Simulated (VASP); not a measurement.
Set up this calculation in VASP 6.6.1, as the native input.

| Property | Result |
| --- | --- |
| Task | single point |
| Functional | PBE |
| Potentials or basis | VASP PAW PBE potentials, release 64 (Re, Bi_d) |
| Cutoff | 520 eV |
| k mesh | 11 × 11 × 11 |
| Occupations | fermi-dirac, width 0.1 eV |
| Spin | no spin polarisation |
| Dipole correction | no |
| Further INCAR settings | ALGO = Normal; EDIFF = 1e-06; NBANDS = 18 |

The structure of ReBi (zincblende type) lies in POSCAR:

```
ReBi
1.0
    0.0000000000      3.1127689995      3.1127689995
    3.1127689995      0.0000000000      3.1127689995
    3.1127689995      3.1127689995      0.0000000000
Re Bi
1 1
Direct
    0.0000000000      0.0000000000      0.0000000000
    0.2500000000      0.2500000000      0.2500000000
```

These files were run (other wordings do the same):

INCAR

```
PREC = Accurate
ENCUT = 520
EDIFF = 1E-6
ISMEAR = -1
SIGMA = 0.1
LREAL = False
LASPH = True
NELM = 60
ALGO = Normal
ISIF = 2
LWAVE = False
LCHARG = False
GGA = PE
NBANDS = 18
```

KPOINTS

```
Automatic mesh
0
Gamma
  11 11 11
```

Potentials or basis: VASP PAW PBE potentials, release 64 (Re, Bi_d).

The run is started by

```sh
$ cat potpaw_PBE.64/Re/POTCAR potpaw_PBE.64/Bi_d/POTCAR > POTCAR
$ mpirun -np 1 vasp_std > vasp.out
```

Results of the run:

* Pressure: 0.0 GPa
* Band gap on the k mesh: zero (bands 11 and 12 overlap by 0.02 eV)

Caveat: spin-orbit coupling is left out, which moves the levels of the heavy elements.

Run time: 72 s on 1 thread of Intel(R) Xeon(R) Platinum 8488C (Sapphire Rapids), with other jobs on the host, peak memory 0.23 GiB.
